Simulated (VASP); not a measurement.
# BN (R3m) in VASP: a series of runs, part 2 of 2

VASP 6.6.1. Earlier steps stand in the parts before.

### 5 Single point, PBE+D3(BJ) (volume scaled by 1.02, then relaxed in part)

Input file INCAR:

```
ALGO = Normal
EDIFF = 1E-6
ENCUT = 520
GGA = PE
ISIF = 2
ISMEAR = 0
IVDW = 12
LASPH = True
LCHARG = False
LREAL = False
LWAVE = False
NBANDS = 11
NELM = 60
PREC = Accurate
SIGMA = 0.01
```

Input file KPOINTS:

```
k-points
0
Gamma
  12 12 12
```

Input file POSCAR:

```
BN
1.0
    1.2537211070      0.7238362186      3.3562400740
   -1.2537211070      0.7238362186      3.3562400740
    0.0000000000     -1.4476724372      3.3562400740
B N
1 1
Direct
    0.9996704986      0.9996704986      0.9996704986
    0.3327625014      0.3327625014      0.3327625014
```

Potentials or basis: VASP PAW PBE potentials, release 64 (B, N).

On the command line:

```console
$ cat potpaw_PBE.64/B/POTCAR potpaw_PBE.64/N/POTCAR > POTCAR
$ mpirun -np 1 vasp_std > vasp.out
```

OUTCAR:

```text
EDIFF = 1E-6
   ENCUT = 520
   GGA = PE
   ISIF = 2
   ISMEAR = 0
   IVDW = 12
   LASPH = True
   LREAL = False
   NELM = 60
   PREC = Accurate
 IVDW          = 12

 ion  position               nearest neighbor table
   1  1.000  1.000  1.000-   2 1.45   2 1.45   2 1.45
   2  0.333  0.333  0.333-   1 1.45   1 1.45   1 1.45

  LATTYP: Found a trigonal (rhomboedric) cell.
 ALAT       =     3.6551474553
 COS(alpha) =     0.7646999243

  Lattice vectors:

 A1 = (   1.2537211070,   0.7238362186,   3.3562400740)
 A2 = (  -1.2537211070,   0.7238362186,   3.3562400740)
 A3 = (   0.0000000000,  -1.4476724372,   3.3562400740)

Analysis of symmetry for initial positions (statically):
=====================================================================
 Subroutine PRICEL returns:
 Original cell was already a primitive cell.

 Routine SETGRP: Setting up the symmetry group for a
 trigonal (rhombohedral) supercell.

 Subroutine GETGRP returns: Found  6 space group operations
 (whereof  6 operations were pure point group operations)
 out of a pool of 12 trial point group operations.

The static configuration has the point symmetry C_3v.
[... 171 lines left out ...]
      2      -1.9707      2.00000
      3       0.8538      2.00000
      4       0.8538      2.00000
      5       7.3446      0.00000
      6      13.7778      0.00000
      7      13.7778      0.00000
      8      15.2269      0.00000
      9      16.8091      0.00000
     10      27.9735      0.00000
     11      30.1499      0.00000
[... 309 lines left out ...]
 k-point    24 :      -0.4167    0.1667    0.0000
  band No.  band energies     occupation
      1     -12.1709      2.00000
      2      -6.4248      2.00000
      3      -3.2521      2.00000
      4       1.8361      2.00000
      5       7.3137      0.00000
      6      13.6290      0.00000
      7      15.7070      0.00000
      8      16.5475      0.00000
      9      19.8963      0.00000
     10      23.0125      0.00000
     11      25.2605      0.00000

 [... further k-points ...]

------------------------ aborting loop because EDIFF is reached ----------------------------------------

 Edisp (eV)   -0.27794

 E8    (eV) :    -0.0813

  FORCE on cell =-STRESS in cart. coord.  units (eV):
  Direction    XX          YY          ZZ          XY          YZ          ZX
  --------------------------------------------------------------------------------------
  -------------------------------------------------------------------------------------
  Total      -0.03767    -0.03767    -0.07127     0.00000     0.00000     0.00000
  in kB      -3.30305    -3.30305    -6.24885     0.00000     0.00000     0.00000
  external pressure =       -4.28 kB  Pullay stress =        0.00 kB

 VOLUME and BASIS-vectors are now :
 -----------------------------------------------------------------------------
  energy-cutoff  :      520.00
  volume of cell :       18.27
      direct lattice vectors                 reciprocal lattice vectors
     1.253721107  0.723836219  3.356240074     0.398812780  0.230254666  0.099317488
    -1.253721107  0.723836219  3.356240074    -0.398812780  0.230254666  0.099317488
     0.000000000 -1.447672437  3.356240074     0.000000000 -0.460509332  0.099317488

 POSITION                                       TOTAL-FORCE (eV/Angst)
 -----------------------------------------------------------------------------------
      0.00000      0.00000     10.06540         0.000000      0.000000     -0.000795
      0.00000      0.00000      3.35049         0.000000     -0.000000      0.000795
 -----------------------------------------------------------------------------------
    total drift:                               -0.000000     -0.000000     -0.000069

  FREE ENERGIE OF THE ION-ELECTRON SYSTEM (eV)
  ---------------------------------------------------
  free  energy   TOTEN  =       -17.8591157630 eV

  energy  without entropy=      -17.8591157630  energy(sigma->0) =      -17.85911576
```

OSZICAR:

```text
N       E                     dE             d eps       ncg     rms          rms(c)
DAV:   1     0.136627483419E+02    0.13663E+02   -0.46135E+03  4222   0.682E+02
DAV:   2    -0.185537712236E+02   -0.32217E+02   -0.30738E+02  4928   0.161E+02
DAV:   3    -0.193506806768E+02   -0.79691E+00   -0.79578E+00  5104   0.233E+01
DAV:   4    -0.193530315794E+02   -0.23509E-02   -0.23508E-02  4614   0.139E+00
DAV:   5    -0.193530412996E+02   -0.97201E-05   -0.97201E-05  5072   0.793E-02    0.794E+00
DAV:   6    -0.177678107084E+02    0.15852E+01   -0.52236E+00  4678   0.127E+01    0.362E+00
DAV:   7    -0.176184120332E+02    0.14940E+00   -0.23880E-01  4893   0.368E+00    0.222E+00
DAV:   8    -0.175804102297E+02    0.38002E-01   -0.11505E-01  5050   0.208E+00    0.255E-01
DAV:   9    -0.175807494765E+02   -0.33925E-03   -0.27406E-03  4569   0.423E-01    0.139E-01
DAV:  10    -0.175811516574E+02   -0.40218E-03   -0.53287E-04  4697   0.167E-01    0.243E-02
DAV:  11    -0.175811777996E+02   -0.26142E-04   -0.54284E-05  4988   0.499E-02    0.215E-02
DAV:  12    -0.175811772236E+02    0.57597E-06   -0.10237E-05  4626   0.212E-02    0.190E-03
DAV:  13    -0.175811773681E+02   -0.14453E-06   -0.38667E-07  2825   0.562E-03
   1 F= -.17859116E+02 E0= -.17859116E+02  d E =-.871218E-90
```

stdout:

```text
POSCAR found type information on POSCAR B N
 POSCAR found :  2 types and       2 ions
 scaLAPACK will be used
 LDA part: xc-table for (Slater+PW92), standard interpolation
 POSCAR, INCAR and KPOINTS ok, starting setup
 FFT: planning ... GRIDC
 FFT: planning ... GRID_SOFT
 FFT: planning ... GRID
 WAVECAR not read
 entering main loop
```

Wall time 87 s (1 thread of AMD EPYC 7R43 (Zen 3), shared host); peak memory 0.15 GiB.

Results:

* Free energy: -17.8591 eV
* Pressure: -0.4 GPa
* Band gap on the k mesh: 4.26 eV, indirect (least direct gap 4.68 eV)
* Dispersion energy per atom: -0.139 eV

Stress tensor (GPa, compression positive):
```
-0.33  0.00  0.00
 0.00 -0.33  0.00
 0.00  0.00 -0.62
```

Caveat: the cell differs from its parent crystal (volume scaled by 1.02, then relaxed in part). A k mesh can miss the band edges.

### 6 Relaxation of shape and atoms at fixed volume, PBE+D3(BJ) (volume scaled by 0.98)

Input file INCAR:

```
SYSTEM = BN
ALGO = Normal ; EDIFF = 1E-7
EDIFFG = -0.001 ; ENCUT = 600
GGA = PE ; IBRION = 2
ISIF = 4 ; ISMEAR = 0
IVDW = 12 ; LASPH = .TRUE.
LCHARG = .FALSE. ; LREAL = .FALSE.
LWAVE = .FALSE. ; NELM = 100
NSW = 80 ; PREC = Accurate
SIGMA = 0.01
```

Input file KPOINTS:

```
k-points
0
G
  12 12 12
  0 0 0
```

Input file POSCAR:

```
BN
1.0
    1.2446462925      0.7185968720      3.2718161960
   -1.2446462925      0.7185968720      3.2718161960
    0.0000000000     -1.4371937441      3.2718161960
B N
1 1
Direct
    0.9996973421      0.9996973421      0.9996973421
    0.3327356579      0.3327356579      0.3327356579
```

Potentials or basis: VASP PAW PBE potentials, release 64 (B, N).

On the command line:

```console
$ cat potpaw_PBE.64/B/POTCAR potpaw_PBE.64/N/POTCAR > POTCAR
$ mpirun -np 1 vasp_std > vasp.out
```

Run time: 4.3 min. Hardware: 1 thread of AMD EPYC 7R43 (Zen 3), shared host; peak memory 0.16 GiB.

It converged, with:

- Free energy: -17.8620 eV
- Energy gained by relaxing: 2.6 meV/atom
- Ionic steps: 6
- Pressure after relaxing: 0.4 GPa
- Band gap on the k mesh: 4.18 eV, indirect (least direct gap 4.70 eV)
- Dispersion energy per atom: -0.146 eV

The path:
```csv
step,energy change (eV),largest force (eV/Å),pressure (GPa),volume (Å³)
1,0.0000,0.0022,5.00,17.56
2,-0.0052,0.0081,0.07,17.56
3,-0.0052,0.0077,0.38,17.56
4,-0.0052,0.0078,0.29,17.56
5,-0.0052,0.0017,0.38,17.56
6,-0.0052,0.0006,0.37,17.56
```

Final structure:
```
B N
1.0
     1.25255    0.72316    3.23068
    -1.25255    0.72316    3.23068
     0.00000   -1.44632    3.23068
B N
1 1
Direct
  0.99974 0.99974 0.99974
  0.33269 0.33269 0.33269
```

Levels at points of the mesh, in eV from the valence-band top:
| k point | band 1 | band 2 | band 3 | band 4 | band 5 | band 6 | band 7 | band 8 |
| --- | --- | --- | --- | --- | --- | --- | --- | --- |
| (0.00, 0.00, 0.00) | -17.81 | -3.91 | -1.28 | -1.28 | 5.44 | 11.67 | 11.67 | 13.18 |
| (0.50, 0.00, 0.00) | -14.59 | -8.94 | -4.05 | -0.52 | 5.35 | 9.98 | 13.28 | 15.46 |
| (0.50, 0.50, 0.00) | -14.49 | -8.77 | -4.13 | -1.25 | 4.18 | 9.85 | 14.56 | 18.21 |
| (0.50, 0.50, 0.50) | -17.45 | -6.31 | -1.31 | -1.31 | 10.58 | 11.57 | 11.57 | 12.43 |

Caveat: the cell differs from its parent crystal (volume scaled by 0.98). A k mesh can miss the band edges.

### 7 Overview

| task | cell | cutoff (eV) | smearing | gap on the mesh (eV) | pressure (GPa) |
| --- | --- | --- | --- | --- | --- |
| single point | a = 3.541 Å, angles 41.4°, 2 atoms | 520 | gaussian 0.01 eV | 4.18 | 0.7 |
| single point | a = 3.598 Å, angles 40.8°, 2 atoms | 520 | gaussian 0.01 eV | 4.23 | 0.1 |
| single point | a = 3.598 Å, angles 40.8°, 2 atoms | 520 | gaussian 0.02 eV | 4.23 | 0.1 |
| single point | a = 3.655 Å, angles 40.1°, 2 atoms | 520 | gaussian 0.01 eV | 4.26 | -0.4 |
| relaxation of shape and atoms at fixed volume | relaxed from a = 3.574 Å, angles 40.8°, 2 atoms | 600 | gaussian 0.01 eV | 4.18 | 0.4 |

Alike in all rows: level PBE+D3(BJ); potentials or basis VASP PAW PBE potentials, release 64 (B, N); no spin polarisation; k mesh 12 × 12 × 12.

Absolute energies hang on the potentials; compare differences alone.
